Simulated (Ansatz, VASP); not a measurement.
Two plane-wave programs on BN

```
B N
1.0
     0.00000    1.79005    1.79005
     1.79005    0.00000    1.79005
     1.79005    1.79005    0.00000
B N
1 1
Direct
  0.00000 0.00000 0.00000
  0.25000 0.25000 0.25000
```

Alike in both runs: functional LDA; k mesh 10 × 10 × 10; occupations gaussian, width 0.1 eV; no spin polarisation.

Ansatz relaxed the structure, and its values are those at the end. VASP's run is a single point on that final structure, the one shown.

|  | VASP | Ansatz |
| --- | --- | --- |
| version | VASP 6.6.1 | Ansatz 0.2.0 |
| potentials or method | VASP PAW LDA potentials, release 64 (B, N), cutoff 600 eV | scalar-relativistic, plane waves, PAW |
| valence electrons in the cell | 8 | 8 |

Ansatz gave:

```
gap on the k mesh at the Fermi level (eV) : 4.39
least direct gap on the mesh (eV)         : 8.83
pressure (GPa)                            : -0.1
```

Task: Estimate VASP's values.

Result: gap on the k mesh at the Fermi level (eV): 4.38; least direct gap on the mesh (eV): 8.82; pressure (GPa): 0.9.

Ansatz warns that its potentials were made for another functional, while VASP's fit it. LDA's correlation is that of Perdew and Zunger in VASP and of Perdew and Wang (1992) in Ansatz.
